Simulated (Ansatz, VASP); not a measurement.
## One calculation of H8CO6, two programs

```xyz
15
Lattice="5.8925 0.0000 0.0000 0.0000 5.8925 0.0000 0.0000 0.0000 5.8925" Properties=species:S:1:pos:R:3 pbc="T T T"
O     0.9922    2.3371    3.5346
O     0.8445    4.5093    1.9215
O     5.0636    0.7170    2.4910
O     3.4205    1.4846    4.6145
O     3.8144    3.8335    6.8271
O     5.2510    4.2835    5.0598
H     0.4685    2.8431    4.1714
H     0.3324    1.7079    3.1270
H     1.7201    4.8403    1.7067
H     1.0086    3.6952    2.4516
H     5.5318   -0.1401    2.4401
H     4.4718    0.6953    3.2644
H     3.2904    1.2548    5.5372
H     2.5375    1.7363    4.2759
C     4.5387    4.0532    5.9490
```

Alike in both runs: functional r2SCAN; k mesh 1 × 1 × 1; occupations fermi-dirac, width 0.05 eV; no spin polarisation.

Ansatz relaxed the structure, and its values are those at the end. VASP's run is a single point on that final structure, the one shown.

|  | VASP | Ansatz |
| --- | --- | --- |
| version | VASP 6.6.1 | Ansatz 0.2.0 |
| potentials or method | VASP PAW PBE potentials, release 64 (O_h, H_h, C_h), cutoff 1100 eV | scalar-relativistic, plane waves, PAW |
| valence electrons in the cell | 48 | 48 |

Ansatz gave:

```
rms of the force components (eV/Å) : 0.056
```

Q: Which values does VASP return?

A: rms of the force components (eV/Å): 0.057.

VASP's potentials were made for PBE, not for r2SCAN. The functional is the same, so the differences come from potentials, cutoffs and numerics.
